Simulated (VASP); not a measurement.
Set up this calculation in VASP 6.6.1, as the native input.

| Property | Result |
| --- | --- |
| Task | relaxation of cell and atoms |
| Functional | PBE |
| Potentials or basis | VASP PAW PBE potentials, release 64 (Hg, Te) |
| Cutoff | 600 eV |
| k mesh | 12 × 12 × 12 |
| Occupations | gaussian, width 0.1 eV |
| Spin | no spin polarisation |
| Dipole correction | no |
| Further INCAR settings | ALGO = Normal; EDIFF = 1e-07; IBRION = 2; EDIFFG = -0.005; NSW = 100; ISIF = 3 |

The structure of HgTe lies in POSCAR:

```
HgTe
1.0
    0.0000000000      3.0771170000      3.0771170000
    3.0771170000      0.0000000000      3.0771170000
    3.0771170000      3.0771170000      0.0000000000
Hg Te
1 1
Direct
    0.0000000000      0.0000000000      0.0000000000
    0.5000000000      0.5000000000      0.5000000000
```

The input as run:

INCAR

```
SYSTEM = HgTe
PREC = Accurate
ENCUT = 600
EDIFF = 1E-7
ISMEAR = 0
SIGMA = 0.1
LREAL = .False.
LASPH = .True.
NELM = 60
ALGO = Normal
ISIF = 3
LWAVE = .False.
LCHARG = .False.
GGA = PE
IBRION = 2
NSW = 100
EDIFFG = -0.005
```

KPOINTS

```
regular mesh
0
Gamma
  12 12 12
  0 0 0
```

Potentials or basis: VASP PAW PBE potentials, release 64 (Hg, Te).

Command:

```console
$ cat potpaw_PBE.64/Hg/POTCAR potpaw_PBE.64/Te/POTCAR > POTCAR
$ mpirun -np 1 vasp_std > vasp.out
```

It gave:

- Relaxed volume: 29.04 Å³/atom
- Relaxed cell: a = 4.347 Å, b = 4.347 Å, c = 4.347 Å, α = 60.00°, β = 60.00°, γ = 60.00°
- Space group after relaxing (to 0.05 Å): Fm-3m (No. 225)
- Energy gained by relaxing: 0.0 meV/atom
- Ionic steps: 2
- Pressure after relaxing: 0.0 GPa
- Band gap on the k mesh: zero (band 9 reaches 4.39 eV, above the bottom of band 10 at 1.96 eV)

Caveat: spin-orbit coupling is left out, which moves the levels of the heavy elements.

Wall time 39 s on 1 thread of Intel(R) Xeon(R) 6975P-C (Granite Rapids) (shared host), peak memory 0.25 GiB.
